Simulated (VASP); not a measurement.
# LuHf4O (P4/mmm) in VASP: a series of runs, part 2 of 2

VASP 6.6.1. Earlier steps stand in the parts before.

## (4) Relaxation of cell and atoms, PBE

This run uses another cell than the first one, of 16.70 Å³/atom.

INCAR reads:

```
PREC     = Accurate       # precision mode
ENCUT    = 600            # plane-wave cutoff, eV
EDIFF    = 1E-6           # SCF threshold, eV
ISMEAR   = 0              # smearing method
SIGMA    = 0.1            # smearing width, eV
LREAL    = F              # projectors in reciprocal space
LASPH    = T              # aspherical terms in the spheres
NELM     = 80             # most SCF steps
ALGO     = Normal         # electronic algorithm
ISIF     = 3              # what is computed and relaxed
LWAVE    = F              # write WAVECAR
LCHARG   = F              # write CHGCAR
GGA      = PE             # functional
IBRION   = 2              # ionic algorithm
NSW      = 90             # ionic steps
EDIFFG   = -0.04          # ionic threshold
```

KPOINTS reads:

```
regular mesh
0
Gamma
  6 6 2
```

POSCAR reads:

```
LuHf4O
1.0
    2.9844781500      0.0000000000      0.0000000000
    0.0000000000      2.9844781500      0.0000000000
    0.0000000000      0.0000000000     11.2464429400
Lu Hf O
1 4 1
Direct
    0.0000000000      0.0000000000      0.5000000000
    0.5000000000      0.5000000000      0.3645260000
    0.5000000000      0.5000000000      0.8643389900
    0.5000000000      0.5000000000      0.1356610100
    0.5000000000      0.5000000000      0.6354740000
    0.0000000000      0.0000000000      0.0000000000
```

The run is started by

```bash
cat potpaw_PBE.64/Lu/POTCAR potpaw_PBE.64/Hf_pv/POTCAR potpaw_PBE.64/O/POTCAR > POTCAR
mpirun -np 1 vasp_std > vasp.out
```

Run time: 19 min. Hardware: 1 thread of AMD EPYC 9R45 (Zen 5), shared host; peak memory 0.26 GiB.

It converged, with:

```
Free energy                           : -49.3598 eV
Relaxed volume                        : 20.25 Å³/atom
Relaxed cell                          : a = 3.016 Å, b = 3.016 Å, c = 13.362 Å, α = 90.00°, β = 90.00°, γ = 90.00°
Space group after relaxing (to 0.1 Å) : P4/mmm (No. 123)
Energy gained by relaxing             : 1023.4 meV/atom
Ionic steps                           : 16
Pressure after relaxing               : 0.1 GPa
Largest force after relaxing          : 0.040 eV/Å
Band gap on the k mesh                : zero (an odd number of electrons rules out a gap without spin polarisation)
```

Forces in eV/Å, atoms in the order of the input:
```
Lu   0.000  0.000  0.000
Hf   0.000  0.000 -0.040
Hf   0.000  0.000  0.005
Hf   0.000  0.000 -0.005
Hf   0.000  0.000  0.040
O    0.000  0.000  0.000
```

The path:
| step | energy change (eV) | largest force (eV/Å) | pressure (GPa) | volume (Å³) |
| --- | --- | --- | --- | --- |
| 1 | 0.0000 | 4.9169 | 33.70 | 100.17 |
| 2 | -3.1208 | 1.4335 | -13.45 | 159.89 |
| 3 | -4.1849 | 1.9389 | -5.43 | 135.42 |
| 4 | -4.1890 | 1.9742 | -4.78 | 134.18 |
| 5 | -5.2566 | 1.4995 | -3.45 | 128.69 |
| 6 | -5.7634 | 1.2777 | -0.09 | 123.04 |
| 7 | -5.7840 | 1.1733 | 1.32 | 121.27 |
| 8 | -6.0352 | 0.6211 | 0.00 | 122.61 |
| 9 | -6.0780 | 0.9503 | -0.53 | 123.59 |
| 10 | -6.0796 | 0.8121 | -0.49 | 123.41 |
| 11 | -6.1385 | 0.0843 | -0.29 | 122.14 |
| 12 | -6.1386 | 0.0866 | -0.33 | 122.10 |
| 13 | -6.1392 | 0.0628 | 0.48 | 121.05 |
| 14 | -6.1396 | 0.0687 | 0.14 | 121.48 |
| 15 | -6.1396 | 0.0679 | 0.18 | 121.43 |
| 16 | -6.1406 | 0.0397 | 0.13 | 121.53 |

Final structure:
```cif
data_structure
_symmetry_space_group_name_H-M 'P 1'
_symmetry_Int_Tables_number 1
_cell_length_a 3.0158
_cell_length_b 3.0158
_cell_length_c 13.3625
_cell_angle_alpha 90.000
_cell_angle_beta 90.000
_cell_angle_gamma 90.000
_cell_volume 121.53
loop_
_atom_site_label
_atom_site_type_symbol
_atom_site_fract_x
_atom_site_fract_y
_atom_site_fract_z
_atom_site_occupancy
Lu1 Lu 0.00000 0.00000 0.50000 1
Hf1 Hf 0.50000 0.50000 0.31736 1
Hf2 Hf 0.50000 0.50000 0.89489 1
Hf3 Hf 0.50000 0.50000 0.10511 1
Hf4 Hf 0.50000 0.50000 0.68264 1
O1 O 0.00000 0.00000 0.00000 1
```

Levels at points of the mesh, in eV from the Fermi level:
```tsv
k point	band 32	band 33	band 34	band 35	band 36	band 37	band 38	band 39	band 40	band 41
(0.00, 0.00, 0.00)	-1.80	-1.53	-1.27	-1.23	-1.18	-0.61	0.48	0.70	1.92	2.20
(0.50, 0.00, 0.00)	-1.70	-1.45	-0.79	0.08	0.25	0.34	0.89	1.08	1.36	1.94
(0.50, 0.50, 0.00)	-1.39	-0.68	-0.61	-0.41	-0.41	0.87	0.87	1.01	1.66	2.14
(0.00, 0.00, 0.50)	-1.78	-1.56	-1.47	-1.42	-0.86	-0.77	0.71	1.08	1.21	2.54
(0.50, 0.00, 0.50)	-1.38	-1.23	-0.77	0.05	0.07	0.20	0.55	1.08	1.91	2.00
(0.50, 0.50, 0.50)	-1.35	-1.05	-0.51	-0.50	-0.50	1.00	1.00	1.57	2.04	2.07
```

Caveat: the volume moved by over 15 % at a fixed basis, so the end points are rough; spin-orbit coupling is left out, which moves the levels of the heavy elements; an odd number of electrons without spin polarisation forces a metal; a magnetic or distorted state may lie lower.

## (5) Single point, PBE

This run uses another cell than the first one, of 20.35 Å³/atom.

INCAR reads:

```
SYSTEM = LuHf4O
PREC = Accurate
ENCUT = 520
EDIFF = 1E-7
ISMEAR = 0
SIGMA = 0.1
LREAL = .FALSE.
LASPH = .TRUE.
NELM = 100
ALGO = Normal
ISIF = 2
LWAVE = .FALSE.
LCHARG = .FALSE.
GGA = PE
NBANDS = 44
```

KPOINTS reads:

```
regular mesh
0
G
  12 12 4
  0 0 0
```

POSCAR reads:

```
LuHf4O
1.0
    3.0124326552      0.0000000000      0.0000000000
    0.0000000000      3.0124326552      0.0000000000
    0.0000000000      0.0000000000     13.4525030635
Lu Hf O
1 4 1
Direct
    0.0000000000      0.0000000000      0.5000000000
    0.5000000000      0.5000000000      0.3181597479
    0.5000000000      0.5000000000      0.8944484299
    0.5000000000      0.5000000000      0.1055515701
    0.5000000000      0.5000000000      0.6818402521
    0.0000000000      0.0000000000      0.0000000000
```

The run is started by

```bash
cat potpaw_PBE.64/Lu/POTCAR potpaw_PBE.64/Hf_pv/POTCAR potpaw_PBE.64/O/POTCAR > POTCAR
mpirun -np 1 vasp_std > vasp.out
```

Wall time 7.3 min (1 thread of AMD EPYC 9R45 (Zen 5), shared host); peak memory 0.5 GiB.

The run converged. Its results:

| Property | Result |
| --- | --- |
| Free energy | -49.4719 eV |
| Pressure | -0.4 GPa |
| Largest force | 0.078 eV/Å |
| Band gap on the k mesh | zero (an odd number of electrons rules out a gap without spin polarisation) |

Forces on the atoms (eV/Å):
```
Lu   0.000  0.000  0.000
Hf   0.000  0.000 -0.022
Hf   0.000  0.000  0.078
Hf   0.000  0.000 -0.078
Hf   0.000  0.000  0.022
O    0.000  0.000  0.000
```

Stress tensor (GPa, compression positive):
```
-0.38  0.00  0.00
 0.00 -0.38  0.00
 0.00  0.00 -0.55
```

Levels at points of the mesh, in eV from the Fermi level:
| k point | band 32 | band 33 | band 34 | band 35 | band 36 | band 37 | band 38 | band 39 | band 40 | band 41 |
| --- | --- | --- | --- | --- | --- | --- | --- | --- | --- | --- |
| (0.00, 0.00, 0.00) | -1.82 | -1.56 | -1.35 | -1.26 | -1.22 | -0.67 | 0.43 | 0.66 | 1.80 | 2.10 |
| (0.50, 0.00, 0.00) | -1.71 | -1.51 | -0.81 | 0.02 | 0.21 | 0.30 | 0.88 | 1.04 | 1.28 | 1.90 |
| (0.50, 0.50, 0.00) | -1.41 | -0.71 | -0.68 | -0.41 | -0.41 | 0.83 | 0.83 | 0.99 | 1.56 | 2.11 |
| (0.00, 0.00, 0.50) | -1.79 | -1.58 | -1.55 | -1.45 | -0.93 | -0.82 | 0.67 | 0.98 | 1.15 | 2.42 |
| (0.50, 0.00, 0.50) | -1.41 | -1.29 | -0.79 | 0.00 | 0.04 | 0.16 | 0.50 | 1.04 | 1.84 | 1.97 |
| (0.50, 0.50, 0.50) | -1.37 | -1.03 | -0.61 | -0.51 | -0.51 | 0.99 | 0.99 | 1.48 | 1.99 | 1.99 |

Caveat: spin-orbit coupling is left out, which moves the levels of the heavy elements; an odd number of electrons without spin polarisation forces a metal; a magnetic or distorted state may lie lower.

## (6) The runs side by side

| task | cell | k mesh | cutoff (eV) | gap on the mesh (eV) | pressure (GPa) | largest force (eV/Å) |
| --- | --- | --- | --- | --- | --- | --- |
| single point | a = 3.022, b = 3.022, c = 13.404 Å, 6 atoms, atomic positions A | 6 × 6 × 2 | 520 | none | -0.5 | 0.10 |
| single point | a = 2.984, b = 2.984, c = 11.246 Å, 6 atoms, atomic positions B | 6 × 6 × 2 | 520 | none | 33.4 | 4.92 |
| relaxation of cell and atoms | relaxed from a = 2.984, b = 2.984, c = 11.246 Å, 6 atoms, atomic positions B | 6 × 6 × 2 | 600 | none | 0.1 | 0.04 |
| single point | a = 3.012, b = 3.012, c = 13.453 Å, 6 atoms, atomic positions A | 12 × 12 × 4 | 520 | none | -0.4 | 0.08 |

Alike in all rows: level PBE; potentials or basis VASP PAW PBE potentials, release 64 (Lu, Hf_pv, O); no spin polarisation; smearing gaussian 0.1 eV.

Caveats: spin-orbit coupling is left out, which moves the levels of the heavy elements; an odd number of electrons without spin polarisation forces a metal; a magnetic or distorted state may lie lower; the cell stands under pressure (at least some runs); the volume moved by over 15 % at a fixed basis, so the end points are rough (at least some runs).

Absolute energies hang on the potentials; compare differences alone.
